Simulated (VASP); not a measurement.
Crystal: Si2Mo.

```
Mo Si
1.0
     4.58547    0.00000    0.00000
    -2.29274    3.97113    0.00000
     0.00000    0.00000    6.57976
Mo Si
3 6
Direct
  0.50000 0.50000 0.83333
  0.00000 0.50000 0.16667
  0.50000 0.00000 0.50000
  0.16387 0.32775 0.50000
  0.67225 0.83613 0.16667
  0.83613 0.16387 0.83333
  0.83613 0.67225 0.50000
  0.32775 0.16387 0.16667
  0.16387 0.83613 0.83333
```

* Program: VASP 6.6.1
* Task: relaxation of cell and atoms
* Functional: revPBE
* Potentials or basis: VASP PAW PBE potentials, release 64 (Mo_sv, Si)
* Cutoff: 600 eV
* k mesh: 5 × 5 × 3
* Occupations: fermi-dirac, width 0.05 eV
* Spin: no spin polarisation

At the start: pressure 5.3 GPa; volume 13.31 Å³/atom.

**Question.** How do energy, volume and symmetry change on relaxing?

**Answer.** Over 5 steps the energy falls by 5.5 meV/atom and the volume is 13.65 Å³/atom (+2.5 %); space group P6_222 (No. 180, to 0.1 Å) before and after.

The path:
```tsv
step	energy change (eV)	largest force (eV/Å)	pressure (GPa)	volume (Å³)
1	0.0000	0.0026	5.33	119.81
2	0.0629	0.0231	-7.16	127.65
3	-0.0489	0.0105	-0.05	122.86
4	-0.0489	0.0104	0.05	122.80
5	-0.0492	0.0009	0.06	122.81
```

Final structure:
```cif
data_structure
_symmetry_space_group_name_H-M 'P 1'
_symmetry_Int_Tables_number 1
_cell_length_a 4.6271
_cell_length_b 4.6271
_cell_length_c 6.6236
_cell_angle_alpha 90.000
_cell_angle_beta 90.000
_cell_angle_gamma 120.000
_cell_volume 122.81
loop_
_atom_site_label
_atom_site_type_symbol
_atom_site_fract_x
_atom_site_fract_y
_atom_site_fract_z
_atom_site_occupancy
Mo1 Mo 0.50000 0.50000 0.83333 1
Mo2 Mo 0.00000 0.50000 0.16667 1
Mo3 Mo 0.50000 0.00000 0.50000 1
Si1 Si 0.16393 0.32787 0.50000 1
Si2 Si 0.67213 0.83607 0.16667 1
Si3 Si 0.83607 0.16393 0.83333 1
Si4 Si 0.83607 0.67213 0.50000 1
Si5 Si 0.32787 0.16393 0.16667 1
Si6 Si 0.16393 0.83607 0.83333 1
```

Caveat: the PAW data sets were made with another functional, which shifts forces and pressure a little.
